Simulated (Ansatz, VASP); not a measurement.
## MoS2 in VASP and in Ansatz

```
Mo S
1.0
     1.58550    0.91539    6.11500
    -1.58550    0.91539    6.11500
     0.00000   -1.83078    6.11500
Mo S
1 2
Direct
  0.00000 0.00000 0.00000
  0.75000 0.75000 0.75000
  0.25000 0.25000 0.25000
```

Alike in both runs: task single point; functional PBE; k mesh 7 × 7 × 7; occupations gaussian, width 0.05 eV; collinear spin; Hubbard terms Mo d U = 4.0 eV.

|  | VASP | Ansatz |
| --- | --- | --- |
| version | VASP 6.6.1 | Ansatz 0.2.0 |
| potentials or method | VASP PAW PBE potentials, release 64 (Mo_sv, S), cutoff 520 eV | scalar-relativistic, plane waves, PAW |
| valence electrons in the cell | 26 | 26 |

|  | VASP | Ansatz | Ansatz less VASP |
| --- | --- | --- | --- |
| gap on the k mesh at the Fermi level (eV) | none | none | - |
| pressure (GPa) | 10.5 | 8.7 | -1.84 |
| traceless stress, the component that is largest in VASP (GPa) | 2.19 | 2.15 | -0.047 |
| rms of the force components (eV/Å) | 0.569 | 0.474 | -0.0953 |
| net moment per atom (μB) | 0.05 | 0.05 | +0.003 |

The programs project onto different local orbitals, so the same U acts differently, and such runs can settle in different states. Atom by atom the forces differ by 0.095 eV/Å (rms over components). A gap of «none» marks a metal or a gap that the smearing closes. Ansatz's warnings: filled band counts differ across k points, specified occupation not kept, symmetry narrowed by occupation matrices.
